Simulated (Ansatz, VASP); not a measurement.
This is a calculation of MnO for VASP 6.6.1.

INCAR

```
ALGO = Normal ; EDIFF = 1E-6
ENCUT = 700 ; GGA_COMPAT = False
ISIF = 2 ; ISMEAR = -1
ISPIN = 2 ; LASPH = True
LCHARG = True ; LELF = True
LMAXMIX = 4 ; LORBIT = 11
LREAL = False ; LVHAR = True
LWAVE = False ; MAGMOM = 4 0
NBANDS = 22 ; NELM = 200
PREC = Accurate ; SIGMA = 0.05
```

File KPOINTS:

```
k-points
0
Gamma
  9 9 9
```

POSCAR

```
MnO
1.0
    2.9909715306     -1.7283524491      0.0000000000
    2.9909715306      1.7283524491      0.0000000000
   -1.9977723729      0.0000000000      2.8289211086
Mn O
1 1
Direct
    0.5001990000      0.5001990000      0.5006650000
    0.7498025000      0.7498025000      0.2493360000
```

Potentials or basis: VASP PAW LDA potentials, release 64 (Mn_sv, O).

Command:

```sh
$ cat potpaw_LDA.64/Mn_sv/POTCAR potpaw_LDA.64/O/POTCAR > POTCAR
$ mpirun -np 1 vasp_std > vasp.out
```

Translate it to Ansatz 0.2.0. Potentials there: Ansatz PAW.

As run (the cutoff follows the program's own potentials):

File input.yaml:

```yaml
crystal:
  lattice:
    - [2.9909715306, -1.7283524491, 0.0]
    - [2.9909715306, 1.7283524491, 0.0]
    - [-1.9977723729, 0.0, 2.8289211086]
  atoms:
    - { symbol: Mn, position: [0.500199, 0.500199, 0.500665], spin: 4.0 }
    - { symbol: O, position: [0.7498025, 0.7498025, 0.249336] }
hamiltonian:
  xc: lda
  pseudopotentials: { kind: paw }
magnetization:
  spin_polarized: true
kpoints:
  mp_grid: { grid: [9, 9, 9] }
scf:
  occupations: { method: fermi_dirac, width: 0.05 }
output:
  forces: true
  stress: true
  eigenvalues: true
```

Potentials or basis: Ansatz PAW.

Run with:

```bash
$ ansatz run input.yaml --threads 1 --pin off --max-ram 3584MiB --backend cpu --events-out ev --progress --plain --runs-dir out
```

Both were run:

|  | VASP | Ansatz | Ansatz less VASP |
| --- | --- | --- | --- |
| gap on the k mesh at the Fermi level (eV) | none | none | - |
| pressure (GPa) | -15.0 | -14.3 | +0.67 |
| traceless stress, the component that is largest in VASP (GPa) | -0.15 | -0.15 | +0.002 |
| net moment per atom (μB) | 2.48 | 2.50 | +0.012 |
| size of the moment on the site where the two differ most (μB) | 4.18 | 4.00 | -0.178 |

LDA's correlation is that of Perdew and Zunger in VASP and of Perdew and Wang (1992) in Ansatz. Site moments also hang on the region over which each program counts them. A gap of «none» marks a metal or a gap that the smearing closes.
